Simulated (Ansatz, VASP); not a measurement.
# One calculation of Pt, two programs

```
Pt
1.0
    -1.53706    1.53706    1.60728
     1.53706   -1.53706    1.60728
     1.53706    1.53706   -1.60728
Pt
1
Direct
  0.00000 0.00000 0.00000
```

Change from the starting cell: strain -0.015 along x and y, +0.030 along z, atoms carried along.

Alike in both runs: task single point; functional PBEsol; k mesh 26 × 26 × 26; occupations gaussian, width 0.15 eV; no spin polarisation.

```csv
,VASP,Ansatz
version,VASP 6.6.1,Ansatz 0.2.0
potentials or method,"VASP PAW PBE potentials, release 64 (Pt), cutoff 520 eV","scalar-relativistic, plane waves, PAW"
valence electrons in the cell,10,18
```

VASP gave:

| Property | Result |
| --- | --- |
| gap on the k mesh at the Fermi level (eV) | none |
| pressure (GPa) | -0.2 |
| traceless stress, the component that is largest in VASP (GPa) | 2.66 |

Problem. Which values does Ansatz return?

Solution. gap on the k mesh at the Fermi level (eV): none; pressure (GPa): 0.2; traceless stress, the component that is largest in VASP (GPa): 2.66.

VASP's potentials were made for PBE, not for PBEsol. A gap of «none» marks a metal or a gap that the smearing closes. VASP's potentials hold 10 valence electrons a cell and Ansatz's 18, so a difference there can come from the potentials and not from the codes.

Neither program's run includes spin-orbit coupling.
